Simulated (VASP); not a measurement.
# Sb2S3 (Pnma) in VASP: single point with r2SCAN+rVV10

Aim: the single point of Sb2S3 with r2SCAN+rVV10.

All numbers are computed with VASP 6.6.1; they aren't measurements. Logs are shortened: lines on timing, memory, paths and dates and some standing lists are left out, and cuts for length are marked.

## (1) The cell of the first run

The structure is orthorhombic, space group Pnma (No. 62). Conventional cell: a = 11.474 Å, b = 3.842 Å, c = 11.206 Å, α = 90.00°, β = 90.00°, γ = 90.00°. Sb (site symmetry m) has 7 S at 2.47 to 3.42 Å within 3.5 Å. Sb (site symmetry m) has 6 S at 2.53 to 3.16 Å within 3.3 Å. Within 3.9 Å of S (site symmetry m) lie 5 Sb at 2.54 to 3.42 Å and 8 S at 3.44 to 3.84 Å. Within 3.3 Å of S (site symmetry m) lie 5 Sb at 2.47 to 3.12 Å. S (site symmetry m) has 3 Sb at 2.53 to 2.68 Å within 3.3 Å.

## (2) Single point, r2SCAN+rVV10

POSCAR reads:

```
Sb2S3
1.0
   11.4742503611      0.0000000000      0.0000000000
    0.0000000000      3.8416509770      0.0000000000
    0.0000000000      0.0000000000     11.2061015322
Sb S
8 12
Direct
    0.8524507075      0.7500000000      0.4651344503
    0.1475492925      0.2500000000      0.5348655497
    0.6475492925      0.2500000000      0.9651344503
    0.3524507075      0.7500000000      0.0348655497
    0.9711746733      0.2500000000      0.1734027053
    0.0288253267      0.7500000000      0.8265972947
    0.5288253267      0.7500000000      0.6734027053
    0.4711746733      0.2500000000      0.3265972947
    0.8759922947      0.7500000000      0.0609187025
    0.1240077053      0.2500000000      0.9390812975
    0.6240077053      0.2500000000      0.5609187025
    0.3759922947      0.7500000000      0.4390812975
    0.0495693771      0.7500000000      0.3774422728
    0.9504306229      0.2500000000      0.6225577272
    0.4504306229      0.2500000000      0.8774422728
    0.5495693771      0.7500000000      0.1225577272
    0.2952777587      0.2500000000      0.1909133329
    0.7047222413      0.7500000000      0.8090866671
    0.2047222413      0.7500000000      0.6909133329
    0.7952777587      0.2500000000      0.3090866671
```

INCAR.step1 reads:

```
SYSTEM = Sb2S3
PREC = Accurate ; ENCUT = 550
ISMEAR = -1 ; SIGMA = 0.02
LREAL = .FALSE. ; LASPH = .TRUE.
NELM = 120 ; NBANDS = 72
GGA = PE ; ALGO = Normal
EDIFF = 1E-5 ; LWAVE = .TRUE.
LCHARG = .FALSE. ; GGA_COMPAT = .FALSE.
```

INCAR.step2 reads:

```
SYSTEM = Sb2S3
PREC = Accurate ; ENCUT = 550
EDIFF = 1E-6 ; ISMEAR = -1
SIGMA = 0.02 ; LREAL = .FALSE.
LASPH = .TRUE. ; NELM = 120
ALGO = Normal ; ISIF = 2
LWAVE = .FALSE. ; LCHARG = .FALSE.
METAGGA = R2SCAN ; LMIXTAU = .TRUE.
LUSE_VDW = .TRUE. ; IVDW_NL = 2
BPARAM = 11.95 ; CPARAM = 0.0093
NBANDS = 72 ; ISTART = 1
GGA_COMPAT = .FALSE.
```

KPOINTS reads:

```
regular mesh
0
G
  2 6 2
  0 0 0
```

Potentials or basis: VASP PAW PBE potentials, release 64 (Sb, S).

Started as:

```sh
$ cat potpaw_PBE.64/Sb/POTCAR potpaw_PBE.64/S/POTCAR > POTCAR
$ cp INCAR.step1 INCAR
$ mpirun -np 1 vasp_std > vasp.out
$ cp INCAR.step2 INCAR
$ mpirun -np 1 vasp_std > vasp.out
```

OUTCAR:

```text
SYSTEM = Sb2S3
   PREC = Accurate
   ENCUT = 550
   EDIFF = 1E-6
   ISMEAR = -1
   LREAL = .FALSE.
   LASPH = .TRUE.
   NELM = 120
   ISIF = 2
   METAGGA = R2SCAN
   IVDW_NL = 2
   BPARAM = 11.95
   ISTART = 1

 ion  position               nearest neighbor table
   1  0.852  0.750  0.465-  13 2.47  20 2.68  20 2.68  14 2.84  14 2.84
   2  0.148  0.250  0.535-  14 2.47  19 2.68  19 2.68  13 2.84  13 2.84
   3  0.648  0.250  0.965-  15 2.47  18 2.68  18 2.68  16 2.84  16 2.84
   4  0.352  0.750  0.035-  16 2.47  17 2.68  17 2.68  15 2.84  15 2.84
   5  0.971  0.250  0.173-  20 2.53   9 2.54   9 2.54  13 3.12  13 3.12  10 3.16
   6  0.029  0.750  0.827-  19 2.53  10 2.54  10 2.54  14 3.12  14 3.12   9 3.16
   7  0.529  0.750  0.673-  18 2.53  11 2.54  11 2.54  15 3.12  15 3.12  12 3.16
   8  0.471  0.250  0.327-  17 2.53  12 2.54  12 2.54  16 3.12  16 3.12  11 3.16
   9  0.876  0.750  0.061-   5 2.54   5 2.54   6 3.16
  10  0.124  0.250  0.939-   6 2.54   6 2.54   5 3.16
  11  0.624  0.250  0.561-   7 2.54   7 2.54   8 3.16
  12  0.376  0.750  0.439-   8 2.54   8 2.54   7 3.16
  13  0.050  0.750  0.377-   1 2.47   2 2.84   2 2.84   5 3.12   5 3.12
  14  0.950  0.250  0.623-   2 2.47   1 2.84   1 2.84   6 3.12   6 3.12
  15  0.450  0.250  0.877-   3 2.47   4 2.84   4 2.84   7 3.12   7 3.12
  16  0.550  0.750  0.123-   4 2.47   3 2.84   3 2.84   8 3.12   8 3.12
  17  0.295  0.250  0.191-   8 2.53   4 2.68   4 2.68
  18  0.705  0.750  0.809-   7 2.53   3 2.68   3 2.68
  19  0.205  0.750  0.691-   6 2.53   2 2.68   2 2.68
  20  0.795  0.250  0.309-   5 2.53   1 2.68   1 2.68

  LATTYP: Found a simple orthorhombic cell.
 ALAT       =     3.8416509770
 B/A-ratio  =     2.9170014661
 C/A-ratio  =     2.9868018802

  Lattice vectors:

 A1 = (   0.0000000000,   3.8416509770,   0.0000000000)
 A2 = (   0.0000000000,   0.0000000000,  11.2061015322)
 A3 = (  11.4742503611,   0.0000000000,   0.0000000000)

Analysis of symmetry for initial positions (statically):
=====================================================================
 Subroutine PRICEL returns:
 Original cell was already a primitive cell.

 Routine SETGRP: Setting up the symmetry group for a
 simple orthorhombic supercell.

 Subroutine GETGRP returns: Found  8 space group operations
 (whereof  2 operations were pure point group operations)
 out of a pool of  8 trial point group operations.

The static configuration has the point symmetry S_2 .
 The point group associated with its full space group is D_2h.

Analysis of symmetry for dynamics (positions and initial velocities):
=====================================================================
 Subroutine PRICEL returns:
 Original cell was already a primitive cell.

 Routine SETGRP: Setting up the symmetry group for a
 simple orthorhombic supercell.

 Subroutine GETGRP returns: Found  8 space group operations
 (whereof  2 operations were pure point group operations)
 out of a pool of  8 trial point group operations.

The dynamic configuration has the point symmetry S_2 .
 The point group associated with its full space group is D_2h.

 Subroutine INISYM returns: Found  8 space group operations
 (whereof  2 operations are pure point group operations),
 and found     1 'primitive' translations

----------------------------------------------------------------------------------------

                                     Primitive cell

  volume of cell :     493.9657

  direct lattice vectors                    reciprocal lattice vectors
    11.474250361  0.000000000  0.000000000     0.087151663  0.000000000  0.000000000
     0.000000000  3.841650977  0.000000000     0.000000000  0.260304751  0.000000000
     0.000000000  0.000000000 11.206101532     0.000000000  0.000000000  0.089237100

  length of vectors
    11.474250361  3.841650977 11.206101532     0.087151663  0.260304751  0.089237100

  position of ions in fractional coordinates (direct lattice)
     0.852450707  0.750000000  0.465134450
     0.147549293  0.250000000  0.534865550
     0.647549293  0.250000000  0.965134450
     0.352450707  0.750000000  0.034865550
     0.971174673  0.250000000  0.173402705
     0.028825327  0.750000000  0.826597295
[... 12 lines left out ...]
     0.204722241  0.750000000  0.690913333
     0.795277759  0.250000000  0.309086667

  ion indices of the primitive-cell ions
   primitive index   ion index
                 1           1
                 2           2
                 3           3
                 4           4
                 5           5
                 6           6
[... 12 lines left out ...]
                19          19
                20          20

----------------------------------------------------------------------------------------

 KPOINTS: regular mesh

Automatic generation of k-mesh.
 Grid dimensions read from file:
 generate k-points for:    2    6    2

 Generating k-lattice:

  Cartesian coordinates                     Fractional coordinates (reciprocal lattice)
     0.043575831  0.000000000  0.000000000     0.500000000  0.000000000  0.000000000
     0.000000000  0.043384125  0.000000000     0.000000000  0.166666667  0.000000000
     0.000000000  0.000000000  0.044618550     0.000000000  0.000000000  0.500000000

  Length of vectors
     0.043575831  0.043384125  0.044618550

  Shift w.r.t. Gamma in fractional coordinates (k-lattice)
     0.000000000  0.000000000  0.000000000

 Subroutine IBZKPT returns following result:
 ===========================================

 Found     16 irreducible k-points:

 Following reciprocal coordinates:
            Coordinates               Weight
  0.000000  0.000000  0.000000      1.000000
  0.500000  0.000000  0.000000      1.000000
  0.000000  0.166667  0.000000      2.000000
  0.500000  0.166667  0.000000      2.000000
  0.000000  0.333333  0.000000      2.000000
  0.500000  0.333333  0.000000      2.000000
[... 8 lines left out ...]
  0.000000  0.500000  0.500000      1.000000
  0.500000  0.500000  0.500000      1.000000
   k-points           NKPTS =     16   k-points in BZ     NKDIM =     16   number of bands    NBANDS=     72
   number of dos      NEDOS =    301   number of ions     NIONS =     20
   total plane-waves  NPLWV = 243000
   dimension x,y,z NGX =    90 NGY =   30 NGZ =   90
   dimension x,y,z NGXF=   180 NGYF=   60 NGZF=  180
   ions per type =               8  12
   NGX,Y,Z   is equivalent  to a cutoff of  13.04, 12.98, 13.35 a.u.
   NGXF,Y,Z  is equivalent  to a cutoff of  26.08, 25.96, 26.70 a.u.
 SYSTEM =  Sb2S3
   PREC   = accura    normal or accurate (medium, high low for compatibility)
   ISTART =      1    job   : 0-new  1-cont  2-samecut
   ICHARG =      0    charge: 1-file 2-atom 10-const
   ISPIN  =      1    spin polarized calculation?
   LNONCOLLINEAR =      F non collinear calculations
   LSORBIT =      F    spin-orbit coupling
   LASPH  =      T    aspherical Exc in radial PAW
   ENCUT  =  550.0 eV  40.42 Ry    6.36 a.u.  21.94  7.35 21.43*2*pi/ulx,y,z
   NELM   =    120;   NELMIN=  2; NELMDL=  0     # of ELM steps
   EDIFF  = 0.1E-05   stopping-criterion for ELM
   LREAL  =      F    real-space projection
   EDIFFG = 0.1E-04   stopping-criterion for IOM
   NSW    =      0    number of steps for IOM
   IBRION =     -1    ionic relax: 0-MD 1-quasi-New 2-CG
   NFREE  =      0    steps in history (QN), initial steepest desc. (CG)
   ISIF   =      2    stress and relaxation
   ISYM   =      2    0-nonsym 1-usesym 2-fastsym
   POTIM  = 0.5000    time-step for ionic-motion
   TEBEG  =    0.0;   TEEND  =   0.0 temperature during run
   PSTRESS=    0.0 pullay stress
   NELECT =     112.0000    total number of electrons
   NUPDOWN=      -1.0000    fix difference up-down
   EMIN   =  10.00;   EMAX   =-10.00  energy-range for DOS
   EFERMI =   0.00;   METHOD = LEGACY
   ISMEAR =    -1;   SIGMA  =   0.02  broadening in eV -4-tet -1-fermi 0-gaus
   EFERMI_NEDOS =   21; number of points for ismear=-14 and -15
   IALGO  =     38    algorithm
   IMIX   =      4    mixing-type and parameters
     AMIX     =   0.40;   BMIX     =  1.00
     AMIX_MAG =   1.60;   BMIX_MAG =  1.00
  volume/ion in A,a.u.               =      24.70       166.67
  Fermi-wavevector in a.u.,A,eV,Ry     =   0.998271  1.886459 13.558825  0.996546
  Thomas-Fermi vector in A             =   2.130484
   LORBIT       =      0    0 simple, 1 ext, 2 COOP (PROOUT), +10 PAW based schemes
   METAGGA = R2SCAN    functional components
   LHFCALC =     F    Hartree Fock is set to
   AEXX    =    0.0000 exact exchange contribution
   IVDW_NL    =     2    kernel type
   BPARAM     =11.9500
   IVDW    =     0    specifies the selected vdW correction
   LEPSILON=     F    determine dielectric tensor
   LRPA    =     F    only Hartree local field effects (RPA)
 non-spin polarized calculation
  energy-cutoff  :      550.00
  volume of cell :      493.97
 maximum number of plane-waves:     14520
 NGX is ok and might be reduce to    90
   NGX = 43   NGY = 15   NGZ = 43

 number of electron     111.9999989 magnetization

 Free energy of the ion-electron system (eV)
  ---------------------------------------------------
  ext. energy  EPLUGINS =         0.00000000
  ---------------------------------------------------
  free energy    TOTEN  =      -305.00695167 eV

  energy without entropy =     -305.00695167  energy(sigma->0) =     -305.00695167

 E-fermi :   5.4089     XC(G=0):  -9.8725

 val. band max:        4.9554746397   @ k =   0.0000   0.0000   0.0000
 cond. band min:       6.4026340364   @ k =   0.0000   0.0000   0.5000
 fundamental gap:      1.4471593967
 Fermi energy:         5.4089339251

 k-point     1 :       0.0000    0.0000    0.0000
  band No.  band energies     occupation
      1     -10.0073      2.00000
      2      -9.7652      2.00000
      3      -9.2772      2.00000
      4      -9.1713      2.00000
      5      -9.0505      2.00000
      6      -8.8549      2.00000
[... 60 lines left out ...]
     67       7.9157      0.00000
     68       8.1067      0.00000
[... 1063 lines left out ...]
     67       8.6249      0.00000
     68       8.6249      0.00000
 [bands above 68 left out]

------------------------ aborting loop because EDIFF is reached ----------------------------------------

  FORCE on cell =-STRESS in cart. coord.  units (eV):
  Direction    XX          YY          ZZ          XY          YZ          ZX
  --------------------------------------------------------------------------------------
  -------------------------------------------------------------------------------------
  Total        0.4170975      0.1048583      0.2446720      0.0000000      0.0000000      0.0000000
  in kB        1.3528554      0.3401078      0.7935935      0.0000000      0.0000000      0.0000000
  external PRESSURE =       0.8288522 kB  Pullay stress =       0.0000000 kB

 VOLUME and BASIS-vectors are now :
 -----------------------------------------------------------------------------
  energy-cutoff  :      550.00
  volume of cell :      493.97
      direct lattice vectors                 reciprocal lattice vectors
    11.474250361  0.000000000  0.000000000     0.087151663  0.000000000  0.000000000
     0.000000000  3.841650977  0.000000000     0.000000000  0.260304751  0.000000000
     0.000000000  0.000000000 11.206101532     0.000000000  0.000000000  0.089237100

 POSITION                                       TOTAL-FORCE (eV/Angst)
 -----------------------------------------------------------------------------------
      9.78123      2.88124      5.21234        -0.025428      0.000000      0.021947
      1.69302      0.96041      5.99376         0.025428      0.000000     -0.021947
      7.43014      0.96041     10.81539         0.025428      0.000000      0.021947
      4.04411      2.88124      0.39071        -0.025428      0.000000     -0.021947
     11.14350      0.96041      1.94317         0.039829     -0.000000      0.018749
      0.33075      2.88124      9.26293        -0.039829     -0.000000     -0.018749
[... 12 lines left out ...]
      2.34903      2.88124      7.74244         0.021035     -0.000000     -0.001865
      9.12522      0.96041      3.46366        -0.021035     -0.000000      0.001865
 -----------------------------------------------------------------------------------
    total drift:                                0.000000      0.000000      0.000000

  FREE ENERGIE OF THE ION-ELECTRON SYSTEM (eV)
  ---------------------------------------------------
  free  energy   TOTEN  =      -305.0069516735 eV

  energy  without entropy=     -305.0069516735  energy(sigma->0) =     -305.00695167
```

Run time: 1.8 h. Hardware: 1 thread of Oxide Virtual Turin-like, shared host; peak memory 1.6 GiB.

What came out:

```yaml
Free_energy: -305.0070 eV
Pressure: 0.1 GPa
Largest_force: 0.044 eV/Å
Band_gap_on_the_k_mesh: 1.45 eV (least direct gap 1.58 eV)
```

Forces in eV/Å, atoms in the order of the input:
```
Sb  -0.025  0.000  0.022
Sb   0.025  0.000 -0.022
Sb   0.025  0.000  0.022
Sb  -0.025  0.000 -0.022
Sb   0.040  0.000  0.019
Sb  -0.040  0.000 -0.019
Sb  -0.040  0.000  0.019
Sb   0.040  0.000 -0.019
S   -0.028  0.000 -0.023
S    0.028  0.000  0.023
S    0.028  0.000 -0.023
S   -0.028  0.000  0.023
S    0.029  0.000 -0.019
S   -0.029  0.000  0.019
S   -0.029  0.000 -0.019
S    0.029  0.000  0.019
S   -0.021  0.000 -0.002
S    0.021  0.000  0.002
S    0.021  0.000 -0.002
S   -0.021  0.000  0.002
```

Stress tensor (GPa, compression positive):
```
0.14 0.00 0.00
0.00 0.03 0.00
0.00 0.00 0.08
```

Levels at points of the mesh, in eV from the valence-band top:
```csv
k point,band 52,band 53,band 54,band 55,band 56,band 57,band 58,band 59,band 60,band 61
"(0.00, 0.00, 0.00)",-0.44,-0.28,-0.24,-0.19,0.00,1.59,1.70,1.77,2.01,2.29
"(0.50, 0.00, 0.00)",-0.65,-0.22,-0.22,-0.07,-0.07,1.70,1.70,1.96,1.96,2.21
"(0.00, 0.50, 0.00)",-1.18,-0.72,-0.72,-0.27,-0.27,2.36,2.36,2.47,2.47,2.56
"(0.50, 0.50, 0.00)",-1.43,-0.51,-0.51,-0.51,-0.51,2.45,2.45,2.45,2.45,2.85
"(0.00, 0.00, 0.50)",-0.67,-0.27,-0.27,-0.13,-0.13,1.45,1.45,2.31,2.31,2.57
"(0.50, 0.00, 0.50)",-0.69,-0.38,-0.38,-0.34,-0.34,1.49,1.49,2.30,2.30,2.37
"(0.00, 0.50, 0.50)",-1.42,-0.86,-0.86,-0.58,-0.58,2.08,2.08,2.30,2.30,3.26
"(0.50, 0.50, 0.50)",-1.28,-0.87,-0.87,-0.87,-0.87,2.26,2.26,2.26,2.26,2.94
```

Caveat: the PAW data sets were made with another functional, which shifts forces and pressure a little; spin-orbit coupling is left out, which moves the levels of the heavy elements.
